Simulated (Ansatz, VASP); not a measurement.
Cd: VASP beside Ansatz

```
Cd
1.0
     3.05334    0.00000    0.00000
    -1.52667    2.64427    0.00000
     0.00000    0.00000    5.75809
Cd
2
Cartesian
  0.0000 1.7628 1.4395
  1.5267 0.8814 4.3186
```

Change from the starting cell: strain +0.025 along x and y, +0.025 along z, atoms carried along.

Alike in both runs: task single point; functional PBE; k mesh 18 × 18 × 8; occupations gaussian, width 0.15 eV; no spin polarisation.

|  | VASP | Ansatz |
| --- | --- | --- |
| version | VASP 6.6.1 | Ansatz 0.2.0 |
| potentials or method | VASP PAW PBE potentials, release 64 (Cd), cutoff 500 eV | scalar-relativistic, plane waves, PAW |
| valence electrons in the cell | 24 | 40 |

```tsv
	VASP	Ansatz	Ansatz less VASP
gap on the k mesh at the Fermi level (eV)	none	none	-
pressure (GPa)	-0.5	-0.7	-0.25
traceless stress, the component that is largest in VASP (GPa)	0.17	0.27	+0.098
```

A gap of «none» marks a metal or a gap that the smearing closes. VASP's potentials hold 24 valence electrons a cell and Ansatz's 40, so a difference there can come from the potentials and not from the codes.
